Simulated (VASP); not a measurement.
A run of VASP 6.6.1:

Contents of INCAR:

```
  PREC = Accurate
  ENCUT = 520
  EDIFF = 1E-7
  ISMEAR = -1
  SIGMA = 0.15
  LREAL = False
  LASPH = True
  NELM = 80
  ALGO = Normal
  ISIF = 2
  LWAVE = False
  LCHARG = False
  GGA = PE
  NBANDS = 28
```

File KPOINTS:

```
Automatic mesh
0
Gamma
  8 8 8
```

The input POSCAR:

```
CsNbS3
1.0
    4.7246000000      0.0000000000      0.0000000000
    0.0000000000      4.7246000000      0.0000000000
    0.0000000000      0.0000000000      4.7246000000
Cs Nb S
1 1 3
Direct
    0.0000000000      0.0000000000      0.0000000000
    0.5000000000      0.5000000000      0.5000000000
    0.5000000000      0.5000000000      0.0000000000
    0.5000000000      0.0000000000      0.5000000000
    0.0000000000      0.5000000000      0.5000000000
```

Potentials or basis: VASP PAW PBE potentials, release 64 (Cs_sv, Nb_sv, S).

Launch:

```bash
$ cat potpaw_PBE.64/Cs_sv/POTCAR potpaw_PBE.64/Nb_sv/POTCAR potpaw_PBE.64/S/POTCAR > POTCAR
$ mpirun -np 1 vasp_std > vasp.out
```

Hardware: 1 thread of Intel(R) Xeon(R) Platinum 8559C (Emerald Rapids), with other jobs on the host.

Q: How long does it take, and how much memory?

A: Run time: 50 s on 1 thread of Intel(R) Xeon(R) Platinum 8559C (Emerald Rapids), on a shared host, peak memory 0.26 GiB. Counts: scf iterations 16, k points 35.
